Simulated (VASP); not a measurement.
Runs of VASP 6.6.1 on HgTe. The structure is that of space group Fm-3m (No. 225), or close to it. The cells are those of the table. 

| task | cell | gap on the mesh (eV) | pressure (GPa) |
| --- | --- | --- | --- |
| single point | a = 4.152, b = 4.152, c = 4.132 Å, angles 60.2, 60.2, 59.7°, 2 atoms | none | 9.7 |
| relaxation of the atoms | atoms relaxed from a = 4.132 Å, angles 60.0°, 2 atoms | none | 10.7 |
| single point | a = 4.173, b = 4.173, c = 4.132 Å, angles 60.3, 60.3, 59.3°, 2 atoms | none | (a) |
| single point | a = 4.194, b = 4.194, c = 4.132 Å, angles 60.5, 60.5, 59.0°, 2 atoms | none | 8.1 |
| single point | a = 4.111, b = 4.111, c = 4.132 Å, angles 59.8, 59.8, 60.3°, 2 atoms | none | 11.7 |

Alike in all rows: level PBE; potentials or basis VASP PAW PBE potentials, release 64 (Hg, Te); no spin polarisation; k mesh 14 × 14 × 14; cutoff (eV) 520; smearing fermi-dirac 0.05 eV.

Task: Fill in the values left out.

Result: (a) 8.9.

Caveats: spin-orbit coupling is left out, which moves the levels of the heavy elements; the cell stands under pressure (at least some runs); the relaxation stopped at its first step, so nothing moved (at least some runs).

A k mesh can miss the band edges, and the runs leave out spin-orbit coupling on Hg, Te.

A gap of «none» marks levels without a gap at the run's occupations.
